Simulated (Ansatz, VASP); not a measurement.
**Two plane-wave programs on Ir**

```
Ir
1.0
     2.68239    0.00000    0.00000
    -1.34120    2.32302    0.00000
     0.00000    0.00000    4.35338
Ir
2
Direct
  0.33333 0.66667 0.25000
  0.66667 0.33333 0.75000
```

Alike in both runs: task single point; functional PBEsol; k mesh 15 × 15 × 8; occupations fermi-dirac, width 0.1 eV; no spin polarisation.

```csv
,VASP,Ansatz
version,VASP 6.6.1,Ansatz 0.2.0
potentials or method,"VASP PAW PBE potentials, release 64 (Ir), cutoff 520 eV","plane waves (420 eV) with PAW, scalar-relativistic"
valence electrons in the cell,18,34
```

|  | VASP | Ansatz | Ansatz less VASP |
| --- | --- | --- | --- |
| pressure (GPa) | 18.4 | 17.0 | -1.33 |

VASP's potentials were made for PBE, not for PBEsol, and Ansatz warns of the same on its side. With one functional, cell and mesh, what is left measures potentials, basis and numerics. VASP's potentials hold 18 valence electrons a cell and Ansatz's 34, so a difference there can come from the potentials and not from the codes.

Neither program's run includes spin-orbit coupling.
